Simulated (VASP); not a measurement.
A run of VASP 6.6.1 is set up as follows.

INCAR

```
PREC     = Accurate       # precision mode
ENCUT    = 520            # plane-wave cutoff, eV
EDIFF    = 1E-6           # SCF threshold, eV
ISMEAR   = 0              # smearing method
SIGMA    = 0.1            # smearing width, eV
LREAL    = False          # projectors in reciprocal space
LASPH    = True           # aspherical terms in the spheres
NELM     = 150            # most SCF steps
ALGO     = Fast           # electronic algorithm
ISIF     = 2              # what is computed and relaxed
LWAVE    = False          # write WAVECAR
LCHARG   = True           # write CHGCAR
ISPIN    = 2              # spin polarisation
MAGMOM   = -0.5 0         # initial moments
LORBIT   = 11             # projections on sites
GGA      = PE             # functional
LELF     = True           # ELF
LVHAR    = True         
NBANDS   = 13             # bands
```

The input KPOINTS:

```
regular mesh
0
Gamma
  12 12 6
```

POSCAR

```
Be
1.0
    2.2647826536      0.0000000000      0.0000000000
   -1.1323913268      1.9613593121      0.0000000000
    0.0000000000      0.0000000000      3.5741024600
Be
2
Direct
    0.3333333333      0.6666666667      0.7500000000
    0.6666666667      0.3333333333      0.2500000000
```

Potentials or basis: VASP PAW PBE potentials, release 64 (Be).

Launch:

```sh
$ cat potpaw_PBE.64/Be/POTCAR > POTCAR
$ mpirun -np 1 vasp_std > vasp.out
```

(1) Estimate the net moment.

(2) Estimate the pressure.

Answers

(1) 0.00 μB per cell.

(2) -0.4 GPa.
